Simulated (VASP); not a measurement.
The system is AlNi (NiAl (Pm-3m)).

```
Al Ni
1.0
     2.85971    0.00000    0.00000
     0.00000    2.85971    0.00000
     0.00000    0.00000    2.85971
Al Ni
1 1
Direct
  0.50000 0.50000 0.50000
  0.00000 0.00000 0.00000
```

```yaml
Program: VASP 6.6.1
Task: relaxation of cell and atoms
Functional: PBE
Potentials_or_basis: VASP PAW PBE potentials, release 64 (Al, Ni)
Cutoff: 600 eV
k_mesh: 13 × 13 × 13
Occupations: methfessel-paxton, width 0.1 eV
Spin: no spin polarisation
```

At the start: pressure 5.8 GPa; volume 11.69 Å³/atom.

Q: Where does the relaxation end?

A: Over 3 steps the energy falls by 7.0 meV/atom and the volume is 12.10 Å³/atom (+3.4 %); space group Pm-3m (No. 221, to 0.05 Å).

The path:
```tsv
step	energy change (eV)	largest force (eV/Å)	pressure (GPa)	volume (Å³)
1	0.0000	0.0000	5.80	23.39
2	-0.0055	0.0000	-4.06	24.85
3	-0.0141	0.0000	-0.01	24.19
```

Final structure:
```xyz
2
Lattice="2.8921 0.0000 0.0000 0.0000 2.8921 0.0000 0.0000 0.0000 2.8921" Properties=species:S:1:pos:R:3 pbc="T T T"
Al    1.4461    1.4461    1.4461
Ni    0.0000    0.0000    0.0000
```
